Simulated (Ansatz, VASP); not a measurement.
# Bi2Te3 in VASP and in Ansatz

File INCAR:

```
SYSTEM = Bi2Te3
PREC = Accurate
ENCUT = 520
EDIFF = 1E-6
ISMEAR = 0
SIGMA = 0.01
LREAL = .False.
LASPH = .True.
NELM = 100
ALGO = Normal
ISIF = 2
LWAVE = .False.
LCHARG = .False.
GGA = PE
IVDW = 13
NBANDS = 32
```

Contents of KPOINTS:

```
regular mesh
0
Gamma
  6 6 6
  0 0 0
```

The input POSCAR:

```
Bi2Te3
1.0
    2.2075236021      1.2745142046     10.2329912600
   -2.2075236021      1.2745142046     10.2329912600
    0.0000000000     -2.5490284093     10.2329912600
Bi Te
2 3
Direct
    0.4000000000      0.4000000000      0.4000000000
    0.6000000000      0.6000000000      0.6000000000
    0.0000000000      0.0000000000      0.0000000000
    0.2095000000      0.2095000000      0.2095000000
    0.7905000000      0.7905000000      0.7905000000
```

Input for Ansatz:

```yaml
crystal:
  lattice:
    - [2.207523602065328, 1.2745142046326363, 10.232991260025825]
    - [-2.207523602065328, 1.2745142046326363, 10.232991260025825]
    - [0.0, -2.5490284092652726, 10.232991260025825]
  atoms:
    - { symbol: Bi, position: [0.4, 0.4, 0.4] }
    - { symbol: Bi, position: [0.6, 0.6, 0.6] }
    - { symbol: Te, position: [0.0, 0.0, 0.0] }
    - { symbol: Te, position: [0.2095, 0.2095, 0.2095] }
    - { symbol: Te, position: [0.7905, 0.7905, 0.7905] }
basis:
  ecutwfc: 500.0
kpoints:
  mp_grid:
    grid: [6, 6, 6]
hamiltonian:
  xc: pbe
  dispersion: d4
scf:
  occupations:
    method: fixed
output:
  stress: true
```

Alike in both runs: task single point; functional PBE; dispersion D4; k mesh 6 × 6 × 6; no spin polarisation.

|  | VASP | Ansatz |
| --- | --- | --- |
| version | VASP 6.6.1 | Ansatz 0.2.0 |
| potentials or method | VASP PAW PBE potentials, release 64 (Bi_d, Te), cutoff 520 eV | plane waves, PAW |
| occupations | gaussian, width 0.01 eV | fixed |
| valence electrons in the cell | 48 | 78 |

|  | VASP | Ansatz | Ansatz less VASP |
| --- | --- | --- | --- |
| pressure (GPa) | -1.3 | -1.3 | +0.01 |
| traceless stress, the component that is largest in VASP (GPa) | -0.16 | -0.17 | -0.005 |

VASP's potentials hold 48 valence electrons a cell and Ansatz's 78, so a difference there can come from the potentials and not from the codes.

Neither program's run includes spin-orbit coupling.
